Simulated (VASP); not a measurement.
AlGeSbH2: single point with PBE

AlGeSbH2:

```
Al Ge Sb H
1.0
     3.72186    0.15108    0.11547
     0.94524    4.19300    0.23478
     1.89030    1.89121    5.54111
Al Ge Sb H
1 1 1 2
Direct
  0.50000 0.50000 0.00000
  0.00000 0.00000 0.00000
  0.00000 0.50000 0.50000
  0.00000 0.00000 0.50000
  0.00000 0.50000 0.00000
```

The cell was built from a structure type or drawn by symmetry, and may not be a known phase.

* Program: VASP 6.6.1
* Task: single point
* Functional: PBE
* Potentials or basis: VASP PAW PBE potentials, release 64 (Al, Ge_d, Sb, H)
* Cutoff: 500 eV
* k mesh: 3 × 3 × 2
* Occupations: gaussian, width 0.15 eV
* Spin: no spin polarisation
* Dipole correction: no
* Further INCAR settings: ALGO = Normal; EDIFF = 1e-06; NBANDS = 20

```yaml
Pressure: -0.2 GPa
Band_gap_on_the_k_mesh: zero (bands 12 and 13 overlap by 2.12 eV)
```

Stress tensor (GPa, compression positive):
```
-0.12  0.07 -0.11
 0.07 -0.40  0.17
-0.11  0.17 -0.01
```

Levels at points of the mesh, in eV from the Fermi level:
| k point | band 10 | band 11 | band 12 | band 13 | band 14 | band 15 |
| --- | --- | --- | --- | --- | --- | --- |
| (0.00, 0.00, 0.00) | -2.35 | -0.81 | -0.77 | 0.91 | 1.59 | 1.89 |
| (0.00, 0.00, 0.50) | -0.97 | -0.34 | 0.39 | 0.75 | 1.30 | 1.48 |

It took 17 s on 1 thread of Intel(R) Xeon(R) Platinum 8259CL CPU @ 2.50GHz (Skylake/Cascade Lake), on a shared host, peak memory 0.21 GiB.

Caveat: the k points lie up to 0.60 Å⁻¹ apart, too coarse for converged energies and pressures of a metal; spin-orbit coupling is left out, which moves the levels of the heavy elements.
